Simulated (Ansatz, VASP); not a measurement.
## CaSe in VASP and in Ansatz

```
Ca Se
1.0
     0.00000    2.96754    3.01205
     2.96754    0.00000    3.01205
     2.96754    2.96754    0.00000
Ca Se
1 1
Direct
  0.00000 0.00000 0.00000
  0.50000 0.50000 0.50000
```

Change from the starting cell: uniaxial_z strain +1.5%.

Alike in both runs: task single point; functional PBE; k mesh 8 × 8 × 8; occupations fermi-dirac, width 0.02 eV; no spin polarisation.

```csv
,VASP,Ansatz
version,VASP 6.6.1,Ansatz 0.2.0
potentials or method,"VASP PAW PBE potentials, release 64 (Ca_sv, Se)","plane waves, PAW"
plane-wave cutoff (eV),520,420
valence electrons in the cell,16,26
```

Ansatz gave:

- gap on the k mesh at the Fermi level (eV): 2.09
- pressure (GPa): -0.1
- traceless stress, the component that is largest in VASP (GPa): -0.81

Question: Estimate VASP's values.

Answer: gap on the k mesh at the Fermi level (eV): 2.08; pressure (GPa): 0.0; traceless stress, the component that is largest in VASP (GPa): -0.82.

VASP's potentials hold 16 valence electrons a cell and Ansatz's 26, so a difference there can come from the potentials and not from the codes.
